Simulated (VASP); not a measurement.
Input of a VASP 6.6.1 run:

File POSCAR:

```
SiGe
1.0
    3.4615784458      0.0000000000      0.0000000000
   -1.7307892229      2.9978148713      0.0000000000
    0.0000000000      0.0000000000      5.8195864624
Si Ge
2 2
Direct
    0.6666666667      0.3333333333      0.8717318475
    0.3333333333      0.6666666667      0.3717318475
    0.6666666667      0.3333333333      0.5032671525
    0.3333333333      0.6666666667      0.0032671525
```

File INCAR.step1:

```
PREC = Accurate ; ENCUT = 520
ISMEAR = 0 ; SIGMA = 0.01
LREAL = F ; LASPH = T
NELM = 80 ; NBANDS = 26
GGA = PE ; ALGO = Normal
EDIFF = 1E-4 ; LWAVE = T
LCHARG = F
```

The input INCAR.step2:

```
PREC = Accurate ; ENCUT = 520
EDIFF = 1E-7 ; ISMEAR = 0
SIGMA = 0.01 ; LREAL = F
LASPH = T ; NELM = 80
ALGO = Normal ; ISIF = 2
LWAVE = F ; LCHARG = F
METAGGA = R2SCAN ; LMIXTAU = T
NBANDS = 26 ; ISTART = 1
```

The input KPOINTS:

```
regular mesh
0
Gamma
  12 12 6
```

Potentials or basis: VASP PAW PBE potentials, release 64 (Si, Ge_d).

Run with:

```console
$ cat potpaw_PBE.64/Si/POTCAR potpaw_PBE.64/Ge_d/POTCAR > POTCAR
$ cp INCAR.step1 INCAR
$ mpirun -np 1 vasp_std > vasp.out
$ cp INCAR.step2 INCAR
$ mpirun -np 1 vasp_std > vasp.out
```

**Question.** Predict the pressure.

**Answer.** 59.8 GPa.

**Question.** What does it give for the band gap on the k mesh?

**Answer.** Zero (bands 18 and 19 overlap by 0.47 eV).

Caveat: the cell stands under pressure; semilocal functionals underestimate gaps, and a narrow one can read as zero; the PAW data sets were made with another functional, which shifts forces and pressure a little.
